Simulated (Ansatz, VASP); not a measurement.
## MnO2: VASP beside Ansatz

```
Mn O
1.0
     9.32000    0.00000    0.00000
     0.00000    2.85000    0.00000
     0.00000    0.00000    4.46000
Mn O
4 8
Cartesian
  5.9648 0.7125 2.1408
  3.3552 2.1375 2.3192
  1.3048 0.7125 0.0892
  8.0152 2.1375 4.3708
  4.9862 2.1375 1.2934
  4.3338 0.7125 3.1666
  0.3262 2.1375 0.9366
  8.9938 0.7125 3.5234
  7.3162 0.7125 0.8474
  2.0038 2.1375 3.6126
  2.6562 0.7125 1.3826
  6.6638 2.1375 3.0774
```

Change from the starting cell: parallel moments scaled by 0.2, plain SCF.

Alike in both runs: task single point; functional PBE; k mesh 2 × 6 × 4; occupations fermi-dirac, width 0.05 eV; collinear spin; Hubbard terms Mn d U = 3.9 eV.

|  | VASP | Ansatz |
| --- | --- | --- |
| version | VASP 6.6.1 | Ansatz 0.2.0 |
| potentials or method | VASP PAW PBE potentials, release 64 (Mn_pv, O), cutoff 520 eV | PAW, plane waves, scalar-relativistic |
| valence electrons in the cell | 100 | 108 |

```csv
,VASP,Ansatz,Ansatz less VASP
pressure (GPa),15.1,14.2,-0.95
"traceless stress, the component that is largest in VASP (GPa)",-5.25,-5.23,+0.023
rms of the force components (eV/Å),0.861,0.840,-0.0212
net moment per atom (μB),1.00,1.00,0.000
size of the moment on the site where the two differ most (μB),3.12,2.68,-0.432
```

Site moments also hang on the region over which each program counts them. The programs project onto different local orbitals, so the same U acts differently, and such runs can settle in different states. Atom by atom the forces differ by 0.039 eV/Å (rms over components). VASP's potentials hold 100 valence electrons a cell and Ansatz's 108, so a difference there can come from the potentials and not from the codes.
